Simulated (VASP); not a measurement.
# Ir (Fm-3m) in VASP: further runs, part 2 of 2

VASP 6.6.1. Earlier steps stand in the parts before.

## Step 4: Electric field gradients, r2SCAN

Contents of POSCAR:

```
Ir
1.0
    0.0000000000      3.8312000000      3.8312000000
    3.8312000000      0.0000000000      3.8312000000
    3.8312000000      3.8312000000      0.0000000000
Ir
8
Direct
    0.0000000000      0.0000000000      0.0000000000
    0.0000000000      0.0000000000      0.5000000000
    0.0000000000      0.5000000000      0.0000000000
    0.0000000000      0.5000000000      0.5000000000
    0.5000000000      0.0000000000      0.0000000000
    0.5000000000      0.0000000000      0.5000000000
    0.5000000000      0.5000000000      0.0000000000
    0.5000000000      0.5000000000      0.5000000000
```

Contents of INCAR.step1:

```
SYSTEM = Ir
ALGO = Normal ; EDIFF = 1E-4
ENCUT = 520 ; GGA = PE
ISMEAR = -1 ; LASPH = .True.
LCHARG = .False. ; LREAL = .False.
LWAVE = .True. ; NBANDS = 46
NELM = 80 ; PREC = Accurate
SIGMA = 0.05
```

Contents of INCAR.step2:

```
SYSTEM = Ir
ALGO = Normal ; EDIFF = 1E-8
ENCUT = 520 ; ISIF = 2
ISMEAR = -1 ; ISTART = 1
LASPH = .True. ; LCHARG = .False.
LEFG = .True. ; LMIXTAU = .True.
LREAL = .False. ; LWAVE = .False.
METAGGA = R2SCAN ; NBANDS = 46
NELM = 80 ; PREC = Accurate
SIGMA = 0.05
```

Contents of KPOINTS:

```
k-points
0
Gamma
  8 8 8
  0 0 0
```

Potentials or basis: VASP PAW PBE potentials, release 64 (Ir).

Run with:

```console
> cat potpaw_PBE.64/Ir/POTCAR > POTCAR
> cp INCAR.step1 INCAR
> mpirun -np 1 vasp_std > vasp.out
> cp INCAR.step2 INCAR
> mpirun -np 1 vasp_std > vasp.out
```

OUTCAR:

```text
SYSTEM = Ir
   EDIFF = 1E-8
   ENCUT = 520
   ISIF = 2
   ISMEAR = -1
   ISTART = 1
   LASPH = .True.
   LREAL = .False.
   METAGGA = R2SCAN
   NELM = 80
   PREC = Accurate

 ion  position               nearest neighbor table
   1  0.000  0.000  0.000-   2 2.71   3 2.71   5 2.71   2 2.71   4 2.71   6 2.71   3 2.71   4 2.71
                             7 2.71   5 2.71   6 2.71   7 2.71
   2  0.000  0.000  0.500-   1 2.71   4 2.71   6 2.71   1 2.71   3 2.71   5 2.71   3 2.71   4 2.71
                             8 2.71   5 2.71   6 2.71   8 2.71
   3  0.000  0.500  0.000-   1 2.71   4 2.71   7 2.71   2 2.71   4 2.71   8 2.71   1 2.71   2 2.71
                             5 2.71   5 2.71   7 2.71   8 2.71
   4  0.000  0.500  0.500-   2 2.71   3 2.71   8 2.71   1 2.71   3 2.71   7 2.71   1 2.71   2 2.71
                             6 2.71   6 2.71   7 2.71   8 2.71
   5  0.500  0.000  0.000-   1 2.71   6 2.71   7 2.71   2 2.71   6 2.71   8 2.71   3 2.71   7 2.71
                             8 2.71   1 2.71   2 2.71   3 2.71
   6  0.500  0.000  0.500-   2 2.71   5 2.71   8 2.71   1 2.71   5 2.71   7 2.71   4 2.71   7 2.71
                             8 2.71   1 2.71   2 2.71   4 2.71
   7  0.500  0.500  0.000-   3 2.71   5 2.71   8 2.71   4 2.71   6 2.71   8 2.71   1 2.71   5 2.71
                             6 2.71   1 2.71   3 2.71   4 2.71
   8  0.500  0.500  0.500-   4 2.71   6 2.71   7 2.71   3 2.71   5 2.71   7 2.71   2 2.71   5 2.71
                             6 2.71   2 2.71   3 2.71   4 2.71
[... 6 lines left out ...]
 A1 = (   0.0000000000,   3.8312000000,   3.8312000000)
 A2 = (   3.8312000000,   0.0000000000,   3.8312000000)
 A3 = (   3.8312000000,   3.8312000000,   0.0000000000)

[... 1418 lines left out ...]
   1       0.000    -0.000     0.000     0.000     0.000     0.000
   2       0.000    -0.000     0.000     0.000     0.000     0.000
   3       0.000    -0.000     0.000     0.000     0.000     0.000
   4       0.000    -0.000     0.000     0.000     0.000     0.000
   5       0.000    -0.000     0.000     0.000     0.000     0.000
   6       0.000    -0.000     0.000     0.000     0.000     0.000
   7       0.000    -0.000     0.000     0.000     0.000     0.000
   8       0.000    -0.000     0.000     0.000     0.000     0.000
---------------------------------------------------------------------

 Electric field gradients after diagonalization (V/A^2)
 (convention: |V_zz| > |V_xx| > |V_yy|)
----------------------------------------------------------------------
 ion       V_xx      V_yy      V_zz     asymmetry (V_yy - V_xx)/ V_zz
----------------------------------------------------------------------
   1      -0.000    -0.000     0.000       0.000
   2      -0.000    -0.000     0.000       0.000
   3      -0.000    -0.000     0.000       0.000
   4      -0.000    -0.000     0.000       0.000
   5      -0.000    -0.000     0.000       0.000
   6      -0.000    -0.000     0.000       0.000
   7      -0.000    -0.000     0.000       0.000
   8      -0.000    -0.000     0.000       0.000
----------------------------------------------------------------------

           NMR quadrupolar parameters

 Cq : quadrupolar parameter    Cq=e*Q*V_zz/h
 eta: asymmetry parameters     (V_yy - V_xx)/ V_zz
 Q  : nuclear electric quadrupole moment in mb (millibarn)
----------------------------------------------------------------------
 ion       Cq(MHz)       eta       Q (mb)
----------------------------------------------------------------------
   1       0.000       0.000       1.000
   2       0.000       0.000       1.000
   3       0.000       0.000       1.000
   4       0.000       0.000       1.000
   5       0.000       0.000       1.000
   6       0.000       0.000       1.000
   7       0.000       0.000       1.000
   8       0.000       0.000       1.000
----------------------------------------------------------------------
```

Wall time 16 min (1 thread of AMD EPYC 9R45 (Zen 5), shared host); peak memory 0.28 GiB.

What came out:

- Free energy: -418.8582 eV
- Pressure: 6.9 GPa
- Band gap on the k mesh: zero (band 36 reaches 11.24 eV, above the bottom of band 37 at 8.90 eV)

Levels at points of the mesh, in eV from the Fermi level:
```tsv
k point	band 33	band 34	band 35	band 36	band 37	band 38	band 39	band 40
(0.00, 0.00, 0.00)	0.95	0.95	0.95	0.95	0.95	0.95	0.95	1.59
(0.50, 0.00, 0.00)	-1.08	-1.08	-1.08	-1.08	1.13	1.13	1.13	1.13
(0.50, 0.50, 0.00)	-1.90	-1.90	-1.39	-1.39	-1.39	-1.39	-0.29	-0.29
```

Caveat: without QUAD_EFG the Cq values of the log hold for a quadrupole moment of 1 mb, not for the nuclei; the PAW data sets were made with another functional, which shifts forces and pressure a little; spin-orbit coupling is left out, which moves the levels of the heavy elements.

## Step 5: The runs side by side

| level | k mesh | gap on the mesh (eV) | pressure (GPa) |
| --- | --- | --- | --- |
| PBEsol | 3 × 3 × 3 | none | 1.5 |
| PBEsol | 8 × 8 × 8 | none | 1.0 |
| r2SCAN | 8 × 8 × 8 | none | 6.9 |

Alike in all rows: task electric field gradients; potentials or basis VASP PAW PBE potentials, release 64 (Ir); no spin polarisation; cell as given; cutoff (eV) 520; smearing fermi-dirac 0.05 eV.

Caveats: some runs use coarse meshes; the PAW data sets were made with another functional, which shifts forces and pressure a little; spin-orbit coupling is left out, which moves the levels of the heavy elements.

Total energies depend on the potentials used, so only differences within one code and one set of settings carry meaning.
